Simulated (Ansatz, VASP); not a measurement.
LiF: VASP beside Ansatz

The input INCAR:

```
SYSTEM = LiF
PREC     = Accurate       ! precision mode
ENCUT    = 520            ! plane-wave cutoff, eV
EDIFF    = 1E-6           ! SCF threshold, eV
ISMEAR   = 0              ! smearing method
SIGMA    = 0.05           ! smearing width, eV
LREAL    = .FALSE.        ! projectors in reciprocal space
LASPH    = .TRUE.         ! aspherical terms in the spheres
NELM     = 60             ! most SCF steps
ALGO     = Normal         ! electronic algorithm
ISIF     = 2              ! what is computed and relaxed
LWAVE    = .FALSE.        ! write WAVECAR
LCHARG   = .FALSE.        ! write CHGCAR
NBANDS   = 12             ! bands
```

KPOINTS

```
regular mesh
0
G
  10 10 10
  0 0 0
```

Contents of POSCAR:

```
LiF
1.0
    0.0000000000      2.0442100000      2.0140000000
    2.0140000000      0.0000000000      2.0140000000
    2.0140000000      2.0442100000      0.0000000000
Li F
1 1
Direct
    0.0000000000      0.0000000000      0.0000000000
    0.5000000000      0.5000000000      0.5000000000
```

Input for Ansatz:

```yaml
crystal:
  lattice:
    - [0.0, 2.04421, 2.014]
    - [2.014, 0.0, 2.014]
    - [2.014, 2.04421, 0.0]
  atoms:
    - { symbol: Li, position: [0.0, 0.0, 0.0] }
    - { symbol: F, position: [0.5, 0.5, 0.5] }
basis:
  ecutwfc: 420
kpoints:
  mp_grid: { grid: [10, 10, 10] }
hamiltonian:
  xc: lda
scf:
  occupations: { method: gaussian, width: 0.05 }
output:
  forces: true
  stress: true
  eigenvalues: true
```

Change from the starting cell: strain +0.0150 x Voigt [0, 1, 0, 0, 0, 0], atoms carried along.

Alike in both runs: task single point; functional LDA; k mesh 10 × 10 × 10; occupations gaussian, width 0.05 eV; no spin polarisation.

|  | VASP | Ansatz |
| --- | --- | --- |
| version | VASP 6.6.1 | Ansatz 0.2.0 |
| potentials or method | VASP PAW LDA potentials, release 64 (Li_sv, F), cutoff 520 eV | scalar-relativistic, plane waves, PAW |
| valence electrons in the cell | 10 | 10 |

```tsv
	VASP	Ansatz	Ansatz less VASP
gap on the k mesh at the Fermi level (eV)	8.68	8.69	+0.011
least direct gap on the mesh (eV)	8.68	8.69	+0.011
```

LDA's correlation is that of Perdew and Zunger in VASP and of Perdew and Wang (1992) in Ansatz.

Noted on VASP's run: the cutoff is short for stress, so the pressure is rough.
